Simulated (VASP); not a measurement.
# SrCr (P4/mmm) in VASP: notebook

The runs below take SrCr through single point, relaxation of cell and atoms, with PBE.

Everything below comes from runs of VASP 6.6.1. Logs are shortened: lines on timing, memory, paths and dates and some standing lists are left out, and cuts for length are marked.

## Step 1: The cell of the first run

Symmetry: P4/mmm, No. 123, tetragonal system. Conventional cell: a = 3.283 Å, b = 3.283 Å, c = 4.303 Å, α = 90.00°, β = 90.00°, γ = 90.00°. Within 4.4 Å of Sr (site symmetry 4/mmm) lie 8 Cr at 3.17 Å and 6 Sr at 3.28 to 4.30 Å. Within 4.4 Å of Cr (site symmetry 4/mmm) lie 8 Sr at 3.17 Å and 6 Cr at 3.28 to 4.30 Å.

## Step 2: Single point, PBE, collinear spin, ferromagnetic start

Contents of INCAR:

```
SYSTEM = SrCr
PREC = Accurate
ENCUT = 520
EDIFF = 1E-6
ISMEAR = 0
SIGMA = 0.1
LREAL = .FALSE.
LASPH = .TRUE.
NELM = 150
ALGO = Normal
ISIF = 2
LWAVE = .FALSE.
LCHARG = .FALSE.
ISPIN = 2
MAGMOM = 0 3
LORBIT = 11
LMAXMIX = 4
GGA = PE
NBANDS = 22
```

Contents of KPOINTS:

```
regular mesh
0
G
  6 6 4
  0 0 0
```

Contents of POSCAR:

```
SrCr
1.0
    3.2829202153      0.0000000000      0.0000000000
    0.0000000000      3.2829202153      0.0000000000
    0.0000000000      0.0000000000      4.3029704251
Sr Cr
1 1
Direct
    0.5000000000      0.5000000000      0.5000000000
    0.0000000000      0.0000000000      0.0000000000
```

Potentials or basis: VASP PAW PBE potentials, release 64 (Sr_sv, Cr_pv).

On the command line:

```bash
$ cat potpaw_PBE.64/Sr_sv/POTCAR potpaw_PBE.64/Cr_pv/POTCAR > POTCAR
$ mpirun -np 1 vasp_std > vasp.out
```

OUTCAR:

```text
SYSTEM = SrCr
   PREC = Accurate
   ENCUT = 520
   EDIFF = 1E-6
   ISMEAR = 0
   LREAL = .FALSE.
   LASPH = .TRUE.
   NELM = 150
   ISIF = 2
   ISPIN = 2
   LORBIT = 11
   GGA = PE

 ion  position               nearest neighbor table
   1  0.500  0.500  0.500-   2 3.17   2 3.17   2 3.17   2 3.17   2 3.17   2 3.17   2 3.17   2 3.17

   2  0.000  0.000  0.000-   1 3.17   1 3.17   1 3.17   1 3.17   1 3.17   1 3.17   1 3.17   1 3.17

  LATTYP: Found a simple tetragonal cell.
 ALAT       =     3.2829202153
 C/A-ratio  =     1.3107142857

  Lattice vectors:

 A1 = (   3.2829202153,   0.0000000000,   0.0000000000)
 A2 = (   0.0000000000,   3.2829202153,   0.0000000000)
 A3 = (   0.0000000000,   0.0000000000,   4.3029704251)

Analysis of symmetry for initial positions (statically):
=====================================================================
 Subroutine PRICEL returns:
 Original cell was already a primitive cell.

 Routine SETGRP: Setting up the symmetry group for a
 simple tetragonal supercell.

 Subroutine GETGRP returns: Found 16 space group operations
 (whereof 16 operations were pure point group operations)
 out of a pool of 16 trial point group operations.

The static configuration has the point symmetry D_4h.

Analysis of symmetry for dynamics (positions and initial velocities):
=====================================================================
 Subroutine PRICEL returns:
 Original cell was already a primitive cell.

 Routine SETGRP: Setting up the symmetry group for a
 simple tetragonal supercell.

 Subroutine GETGRP returns: Found 16 space group operations
 (whereof 16 operations were pure point group operations)
 out of a pool of 16 trial point group operations.

The dynamic configuration has the point symmetry D_4h.

Analysis of structural, dynamic, and magnetic symmetry:
=====================================================================
 Subroutine PRICEL returns:
 Original cell was already a primitive cell.

 Routine SETGRP: Setting up the symmetry group for a
 simple tetragonal supercell.

 Subroutine GETGRP returns: Found 16 space group operations
 (whereof 16 operations were pure point group operations)
 out of a pool of 16 trial point group operations.

The overall configuration has the point symmetry D_4h.

 Subroutine INISYM returns: Found 16 space group operations
 (whereof 16 operations are pure point group operations),
 and found     1 'primitive' translations

----------------------------------------------------------------------------------------

                                     Primitive cell
[... 108 lines left out ...]
   IALGO  =     38    algorithm
   IMIX   =      4    mixing-type and parameters
     AMIX     =   0.40;   BMIX     =  1.00
     AMIX_MAG =   1.60;   BMIX_MAG =  1.00
  volume/ion in A,a.u.               =      23.19       156.48
  Fermi-wavevector in a.u.,A,eV,Ry     =   1.276790  2.412783 22.180109  1.630192
  Thomas-Fermi vector in A             =   2.409426
   LORBIT       =     11    0 simple, 1 ext, 2 COOP (PROOUT), +10 PAW based schemes
   GGA     = PE    functional components
   LHFCALC =     F    Hartree Fock is set to
   AEXX    =    0.0000 exact exchange contribution
   IVDW    =     0    specifies the selected vdW correction
   LEPSILON=     F    determine dielectric tensor
   LRPA    =     F    only Hartree local field effects (RPA)
 spin polarized calculation
 Gauss-broadening in eV      SIGMA  =   0.10
  energy-cutoff  :      520.00
  volume of cell :       46.38
 maximum number of plane-waves:      1272
   NGX = 13   NGY = 13   NGZ = 17

 number of electron      21.9999981 magnetization       3.9641846

 Free energy of the ion-electron system (eV)
  ---------------------------------------------------
  ext. energy  EPLUGINS =         0.00000000
  ---------------------------------------------------
  free energy    TOTEN  =        -8.86608722 eV

  energy without entropy =       -8.85689976  energy(sigma->0) =       -8.86149349

 E-fermi :   4.9726     XC(G=0): -10.2228

 val. band max:        4.9567964752   @ k =   0.3333   0.1667   0.2500
 cond. band min:       4.9984207647   @ k =   0.5000   0.1667   0.5000
 fundamental gap:      0.0416242895
 Fermi energy:         4.9726306883

 spin component 1

 k-point     1 :       0.0000    0.0000    0.0000
  band No.  band energies     occupation
      1     -39.0345      1.00000
      2     -38.9853      1.00000
      3     -38.9853      1.00000
      4     -30.1150      1.00000
      5     -12.1704      1.00000
      6     -11.7109      1.00000
[... 589 lines left out ...]
     21      14.7549      0.00000
     22      16.2228      0.00000

 [... further k-points ...]

 spin component 2

 k-point     1 :       0.0000    0.0000    0.0000
  band No.  band energies     occupation
      1     -35.5436      1.00000
      2     -35.4890      1.00000
      3     -35.4890      1.00000
      4     -30.1188      1.00000
      5     -12.1565      1.00000
      6     -11.7257      1.00000
[... 589 lines left out ...]
     21      15.9274      0.00000
     22      16.3846      0.00000

 [... further k-points ...]
[... 5 lines left out ...]
  --------------------------------------------------------------------------------------
  -------------------------------------------------------------------------------------
  Total        3.4907990      3.4907990      2.6899014      0.0000000      0.0000000      0.0000000
  in kB      120.5997492    120.5997492     92.9304266      0.0000000      0.0000000      0.0000000
  external PRESSURE =     111.3766417 kB  Pullay stress =       0.0000000 kB

 VOLUME and BASIS-vectors are now :
 -----------------------------------------------------------------------------
  energy-cutoff  :      520.00
  volume of cell :       46.38
      direct lattice vectors                 reciprocal lattice vectors
     3.282920215  0.000000000  0.000000000     0.304606854  0.000000000  0.000000000
     0.000000000  3.282920215  0.000000000     0.000000000  0.304606854  0.000000000
     0.000000000  0.000000000  4.302970425     0.000000000  0.000000000  0.232397600

 POSITION                                       TOTAL-FORCE (eV/Angst)
 -----------------------------------------------------------------------------------
      1.64146      1.64146      2.15149         0.000000      0.000000      0.000000
      0.00000      0.00000      0.00000         0.000000      0.000000      0.000000
 -----------------------------------------------------------------------------------
    total drift:                                0.000000      0.000000     -0.000000

  FREE ENERGIE OF THE ION-ELECTRON SYSTEM (eV)
  ---------------------------------------------------
  free  energy   TOTEN  =        -8.8660872164 eV

  energy  without entropy=       -8.8568997626  energy(sigma->0) =       -8.86149349

 total charge

# of ion       s       p       d       tot
------------------------------------------
    1        2.077   5.730   0.378   8.185
    2        0.364   6.119   4.104  10.587
--------------------------------------------------
tot          2.441  11.849   4.482  18.772

 magnetization (x)

# of ion       s       p       d       tot
------------------------------------------
    1       -0.016   0.023  -0.012  -0.005
    2        0.037   0.034   3.491   3.563
--------------------------------------------------
tot          0.021   0.058   3.479   3.558
```

stdout:

```text
POSCAR found type information on POSCAR SrCr
 POSCAR found :  2 types and       2 ions
 scaLAPACK will be used
 LDA part: xc-table for (Slater+PW92), standard interpolation
 POSCAR, INCAR and KPOINTS ok, starting setup
 FFT: planning ... GRIDC
 FFT: planning ... GRID_SOFT
 FFT: planning ... GRID
 WAVECAR not read
 entering main loop
```

Run time: 19 s. Hardware: 1 thread of Intel Xeon 6975P-C (Granite Rapids), shared host; peak memory 0.19 GiB.

Results:

- Free energy: -8.8661 eV
- Pressure: 11.1 GPa
- Band gap on the k mesh: zero (filled and empty bands overlap)
- Net moment: 3.96 μB per cell
- Site moments: Sr -0.01; Cr +3.56 μB
- Valence electrons inside the program's atomic spheres: Sr 8.19; Cr 10.59

Caveat: the k points lie up to 0.37 Å⁻¹ apart, too coarse for converged energies and pressures of a metal; an empty level that is flat over the whole mesh can mark a ghost state of the potentials, or a narrow d or f band.

## Step 3: Relaxation of cell and atoms, PBE, collinear spin, ferromagnetic start

Contents of INCAR:

```
ALGO     = Normal         # electronic algorithm
EDIFF    = 1E-6           # SCF threshold, eV
EDIFFG   = -0.04          # ionic threshold
ENCUT    = 600            # plane-wave cutoff, eV
GGA      = PE             # functional
IBRION   = 2              # ionic algorithm
ISIF     = 3              # what is computed and relaxed
ISMEAR   = 0              # smearing method
ISPIN    = 2              # spin polarisation
LASPH    = T              # aspherical terms in the spheres
LCHARG   = F              # write CHGCAR
LMAXMIX  = 4              # l up to which the mixer works
LORBIT   = 11             # projections on sites
LREAL    = F              # projectors in reciprocal space
LWAVE    = F              # write WAVECAR
MAGMOM   = 0 4.1          # initial moments
NELM     = 150            # most SCF steps
NSW      = 90             # ionic steps
PREC     = Accurate       # precision mode
SIGMA    = 0.1            # smearing width, eV
```

Contents of KPOINTS:

```
k-points
0
Gamma
  6 6 4
```

POSCAR is that of step 2.

Potentials or basis: VASP PAW PBE potentials, release 64 (Sr_sv, Cr_pv).

On the command line:

```bash
$ cat potpaw_PBE.64/Sr_sv/POTCAR potpaw_PBE.64/Cr_pv/POTCAR > POTCAR
$ mpirun -np 1 vasp_std > vasp.out
```

OUTCAR:

```text
EDIFF = 1E-6
   EDIFFG = -0.04
   ENCUT = 600
   GGA = PE
   IBRION = 2
   ISIF = 3
   ISMEAR = 0
   ISPIN = 2
   LASPH = T
   LORBIT = 11
   LREAL = F
   NELM = 150
   NSW = 90
   PREC = Accurate

 ion  position               nearest neighbor table
   1  0.500  0.500  0.500-   2 3.17   2 3.17   2 3.17   2 3.17   2 3.17   2 3.17   2 3.17   2 3.17

   2  0.000  0.000  0.000-   1 3.17   1 3.17   1 3.17   1 3.17   1 3.17   1 3.17   1 3.17   1 3.17

  LATTYP: Found a simple tetragonal cell.
 ALAT       =     3.2829202153
 C/A-ratio  =     1.3107142857

  Lattice vectors:

 A1 = (   3.2829202153,   0.0000000000,   0.0000000000)
 A2 = (   0.0000000000,   3.2829202153,   0.0000000000)
 A3 = (   0.0000000000,   0.0000000000,   4.3029704251)

Analysis of symmetry for initial positions (statically):
=====================================================================
 Subroutine PRICEL returns:
 Original cell was already a primitive cell.

 Routine SETGRP: Setting up the symmetry group for a
 simple tetragonal supercell.

 Subroutine GETGRP returns: Found 16 space group operations
 (whereof 16 operations were pure point group operations)
 out of a pool of 16 trial point group operations.

The static configuration has the point symmetry D_4h.

Analysis of symmetry for dynamics (positions and initial velocities):
=====================================================================
 Subroutine PRICEL returns:
 Original cell was already a primitive cell.

 Routine SETGRP: Setting up the symmetry group for a
 simple tetragonal supercell.

 Subroutine GETGRP returns: Found 16 space group operations
 (whereof 16 operations were pure point group operations)
 out of a pool of 16 trial point group operations.

The dynamic configuration has the point symmetry D_4h.

Analysis of structural, dynamic, and magnetic symmetry:
=====================================================================
 Subroutine PRICEL returns:
 Original cell was already a primitive cell.

[... 140 lines left out ...]
 Gauss-broadening in eV      SIGMA  =   0.10
  energy-cutoff  :      600.00
  volume of cell :       46.38
 maximum number of plane-waves:      1567
 NGX is ok and might be reduce to    28
   NGX = 13   NGY = 13   NGZ = 17

--------------------------------------- Ionic step        1  -------------------------------------------

 number of electron      22.0000001 magnetization       3.9635417

 Free energy of the ion-electron system (eV)
  ---------------------------------------------------
  ext. energy  EPLUGINS =         0.00000000
  ---------------------------------------------------
  free energy    TOTEN  =        -8.86600399 eV

  energy without entropy =       -8.85681541  energy(sigma->0) =       -8.86140970

 E-fermi :   4.9724     XC(G=0): -10.2228

 val. band max:        4.9565420708   @ k =   0.3333   0.1667   0.2500
 cond. band min:       4.9981607996   @ k =   0.5000   0.1667   0.5000
 fundamental gap:      0.0416187288
 Fermi energy:         4.9723915165

 spin component 1

 k-point     1 :       0.0000    0.0000    0.0000
  band No.  band energies     occupation
      1     -39.0343      1.00000
      2     -38.9854      1.00000
      3     -38.9854      1.00000
      4     -30.1150      1.00000
      5     -12.1704      1.00000
      6     -11.7110      1.00000
[... 1056 lines left out ...]
  FREE ENERGIE OF THE ION-ELECTRON SYSTEM (eV)
  ---------------------------------------------------
  free  energy   TOTEN  =        -9.3865553838 eV

  energy  without entropy=       -9.3771813565  energy(sigma->0) =       -9.38186837

[... ionic steps 4 to 8 ...]

--------------------------------------- Ionic step        9  -------------------------------------------

 number of electron      21.9999984 magnetization       4.9722358

------------------------ aborting loop because EDIFF is reached ----------------------------------------
[... 67 lines left out ...]
--------------------------------------- Ionic step       11  -------------------------------------------

 number of electron      21.9999995 magnetization       4.9728389

 Free energy of the ion-electron system (eV)
  ---------------------------------------------------
  ext. energy  EPLUGINS =         0.00000000
  ---------------------------------------------------
  free energy    TOTEN  =        -9.51342340 eV

  energy without entropy =       -9.50859020  energy(sigma->0) =       -9.51100680

 E-fermi :   3.0279     XC(G=0):  -8.7963

 val. band max:        3.0270646980   @ k =   0.5000   0.3333   0.2500
 cond. band min:       3.0923979848   @ k =   0.5000   0.1667   0.5000
 fundamental gap:      0.0653332868
 Fermi energy:         3.0279120121

 spin component 1

 k-point     1 :       0.0000    0.0000    0.0000
  band No.  band energies     occupation
      1     -40.9333      1.00000
      2     -40.9333      1.00000
      3     -40.9219      1.00000
      4     -32.6237      1.00000
      5     -14.5783      1.00000
      6     -14.5663      1.00000
[... 984 lines left out ...]
  FREE ENERGIE OF THE ION-ELECTRON SYSTEM (eV)
  ---------------------------------------------------
  free  energy   TOTEN  =        -9.5134234004 eV

  energy  without entropy=       -9.5085901964  energy(sigma->0) =       -9.51100680

 reached required accuracy - stopping structural energy minimisation

 total charge

# of ion       s       p       d       tot
------------------------------------------
    1        2.051   5.734   0.199   7.985
    2        0.323   6.074   4.082  10.478
--------------------------------------------------
tot          2.374  11.808   4.281  18.463

 magnetization (x)

# of ion       s       p       d       tot
------------------------------------------
    1       -0.009   0.025   0.047   0.063
    2        0.061   0.044   3.941   4.045
--------------------------------------------------
tot          0.052   0.069   3.987   4.108
```

OSZICAR:

```text
N       E                     dE             d eps       ncg     rms          rms(c)
DAV:   1     0.197719132431E+03    0.19772E+03   -0.12350E+04  2040   0.138E+03
DAV:   2     0.552788306070E+00   -0.19717E+03   -0.19370E+03  2166   0.378E+02
[... 142 lines left out ...]
DAV:   5    -0.951315463638E+01    0.35938E-03   -0.29812E-03  3118   0.311E-01    0.295E-01
DAV:   6    -0.951325941171E+01   -0.10478E-03   -0.58534E-04  2812   0.141E-01    0.170E-01
DAV:   7    -0.951340767497E+01   -0.14826E-03   -0.23594E-04  3257   0.726E-02    0.430E-02
DAV:   8    -0.951342078096E+01   -0.13106E-04   -0.87656E-05  3245   0.527E-02    0.172E-02
DAV:   9    -0.951342276989E+01   -0.19889E-05   -0.95432E-06  2512   0.194E-02    0.845E-03
DAV:  10    -0.951342340037E+01   -0.63047E-06   -0.73972E-07  1259   0.694E-03
  11 F= -.95134234E+01 E0= -.95110068E+01  d E =-.585332E-03  mag=     4.9728
```

CONTCAR:

```text
SrCr
   1.00000000000000
     4.0026473226038757    0.0000000000000000    0.0000000000000000
     0.0000000000000000    4.0026473226038757   -0.0000000000000000
     0.0000000000000000   -0.0000000000000000    4.0609516927306393
  Sr              Cr
     1     1
Direct
     0.5000000000000000    0.5000000000000000    0.5000000000000000
     0.0000000000000000    0.0000000000000000    0.0000000000000000

  0.00000000E+00  0.00000000E+00  0.00000000E+00
  0.00000000E+00  0.00000000E+00  0.00000000E+00
```

Run time: 3.7 min. Hardware: 1 thread of Intel Xeon 6975P-C (Granite Rapids), shared host; peak memory 0.23 GiB.

What came out:

* Free energy: -9.5134 eV
* Relaxed volume: 32.53 Å³/atom
* Relaxed cell: a = 4.003 Å, b = 4.003 Å, c = 4.061 Å, α = 90.00°, β = 90.00°, γ = 90.00°
* Space group after relaxing (to 0.1 Å): Pm-3m (No. 221)
* Energy gained by relaxing: 323.7 meV/atom
* Ionic steps: 11
* Pressure after relaxing: 0.1 GPa
* Net moment: 4.97 μB per cell
* Site moments: Sr +0.06; Cr +4.04 μB
* Valence electrons inside the program's atomic spheres: Sr 7.99; Cr 10.48

Step by step:
```
step  energy change (eV)  largest force (eV/Å)  pressure (GPa)  volume (Å³)
   1              0.0000                0.0000           11.13        46.38
   2             -0.4552                0.0000            2.80        58.05
   3             -0.5206                0.0000            0.19        64.52
   4             -0.5218                0.0000           -0.14        65.59
   5             -0.5519                0.0000           -0.33        65.80
   6             -0.6245                0.0000           -0.38        66.08
   7             -0.5506                0.0000            0.19        64.96
   8             -0.6444                0.0000           -0.29        66.01
   9             -0.6467                0.0000           -0.25        65.91
  10             -0.6468                0.0000           -0.20        65.95
  11             -0.6474                0.0000            0.06        65.06
```

Final structure:
```yaml
crystal:
  lattice:
    - [4.00265, 0.00000, 0.00000]
    - [0.00000, 4.00265, 0.00000]
    - [0.00000, 0.00000, 4.06095]
  atoms:
    - { symbol: Sr, position: [0.50000, 0.50000, 0.50000] }
    - { symbol: Cr, position: [0.00000, 0.00000, 0.00000] }
```

Caveat: the k points lie up to 0.39 Å⁻¹ apart in the final cell; the volume moved by over 15 % at a fixed basis, so the end points are rough.

The gap in the log of VASP goes by the Fermi energy; the results here count the filled bands.